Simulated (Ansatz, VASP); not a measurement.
## One calculation of MgO, two programs

POSCAR

```
MgO
1.0
    0.0000000000      2.1544346900      2.1544346900
    2.1544346900      0.0000000000      2.1544346900
    2.1544346900      2.1544346900      0.0000000000
Mg O
1 1
Direct
    0.0000000000      0.0000000000      0.0000000000
    0.5000000000      0.5000000000      0.5000000000
```

File INCAR.step1:

```
PREC = Accurate
ENCUT = 920
ISMEAR = -1
SIGMA = 0.05
LREAL = False
LASPH = True
NELM = 120
GGA = PE
ALGO = Normal
EDIFF = 1E-5
LWAVE = True
LCHARG = False
GGA_COMPAT = False
IBRION = 2
ISIF = 3
EDIFFG = -0.005
NELMIN = 4
NSW = 100
```

Contents of INCAR.step2:

```
PREC = Accurate
ENCUT = 920
EDIFF = 1E-7
ISMEAR = -1
SIGMA = 0.05
LREAL = False
LASPH = True
NELM = 120
ALGO = Normal
ISIF = 3
LWAVE = False
LCHARG = False
METAGGA = R2SCAN
LMIXTAU = True
IBRION = 2
NSW = 60
EDIFFG = -0.005
ISTART = 1
GGA_COMPAT = False
NELMIN = 4
```

KPOINTS

```
Automatic mesh
0
Gamma
  15 15 15
```

Input for Ansatz:

```yaml
crystal:
  lattice:
    - [0.0, 2.15443469, 2.15443469]
    - [2.15443469, 0.0, 2.15443469]
    - [2.15443469, 2.15443469, 0.0]
  atoms:
    - { symbol: Mg, position: [0.0, 0.0, 0.0] }
    - { symbol: O, position: [0.5, 0.5, 0.5] }
kpoints:
  mp_grid: { grid: [15, 15, 15] }
scf:
  occupations: { method: fermi_dirac, width: 0.05 }
hamiltonian:
  xc: r2scan
  pseudopotentials: { kind: paw }
output:
  forces: true
  stress: true
relax:
  f_tol: 0.005
  max_steps: 40
  cell: {}
```

Alike in both runs: task relaxation of cell and atoms; functional r2SCAN; k mesh 15 × 15 × 15; occupations fermi-dirac, width 0.05 eV; no spin polarisation.

|  | VASP | Ansatz |
| --- | --- | --- |
| version | VASP 6.6.1 | Ansatz 0.2.0 |
| potentials or method | VASP PAW PBE potentials, release 64 (Mg_sv, O) | PAW with Ansatz's default frozen-core files, scalar-relativistic |
| plane-wave cutoff (eV) | 920 | 500 |
| valence electrons in the cell | 16 | 16 |

```csv
,VASP,Ansatz,Ansatz less VASP
relaxed volume (Å³/atom),9.32,9.29,-0.031
relaxed length of the cell vector where the two differ most in proportion (Å),2.976,2.973,-0.0033
```

VASP's potentials were made for PBE, not for r2SCAN.
